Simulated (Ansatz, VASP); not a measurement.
# One calculation of Rb, two programs

The input INCAR:

```
SYSTEM = Rb
PREC = Accurate
ENCUT = 520
EDIFF = 1E-6
ISMEAR = 0
SIGMA = 0.1
LREAL = .FALSE.
LASPH = .TRUE.
NELM = 60
ALGO = Normal
ISIF = 2
LWAVE = .FALSE.
LCHARG = .FALSE.
GGA = PS
NBANDS = 10
```

Contents of KPOINTS:

```
Automatic mesh
0
G
  4 4 4
  0 0 0
```

File POSCAR:

```
Rb
1.0
   -2.8025000000      2.8025000000      2.8025000000
    2.8025000000     -2.8025000000      2.8025000000
    2.8025000000      2.8025000000     -2.8025000000
Rb
1
Direct
    0.0000000000      0.0000000000      0.0000000000
```

Input for Ansatz:

```yaml
crystal:
  lattice:
    - [-2.8025, 2.8025, 2.8025]
    - [2.8025, -2.8025, 2.8025]
    - [2.8025, 2.8025, -2.8025]
  atoms:
    - { symbol: Rb, position: [0.0, 0.0, 0.0] }
basis:
  ecutwfc: 420
kpoints:
  mp_grid: { grid: [4, 4, 4] }
hamiltonian:
  xc: pbesol
  pseudopotentials: { kind: paw }
scf:
  occupations: { method: gaussian, width: 0.1 }
output:
  forces: true
  stress: true
  eigenvalues: true
```

Alike in both runs: task single point; functional PBEsol; k mesh 4 × 4 × 4; occupations gaussian, width 0.1 eV; no spin polarisation.

|  | VASP | Ansatz |
| --- | --- | --- |
| version | VASP 6.6.1 | Ansatz 0.2.0 |
| potentials or method | VASP PAW PBE potentials, release 64 (Rb_sv), cutoff 520 eV | scalar-relativistic, plane waves, PAW |
| valence electrons in the cell | 9 | 9 |

```csv
,VASP,Ansatz,Ansatz less VASP
gap on the k mesh at the Fermi level (eV),none,none,-
pressure (GPa),0.0,0.0,0.00
```

VASP's potentials were made for PBE, not for PBEsol. A gap of «none» marks a metal or a gap that the smearing closes. The functional is the same, so the differences come from potentials, cutoffs and numerics.

The k mesh is coarse, so the values compare programs but aren't converged.
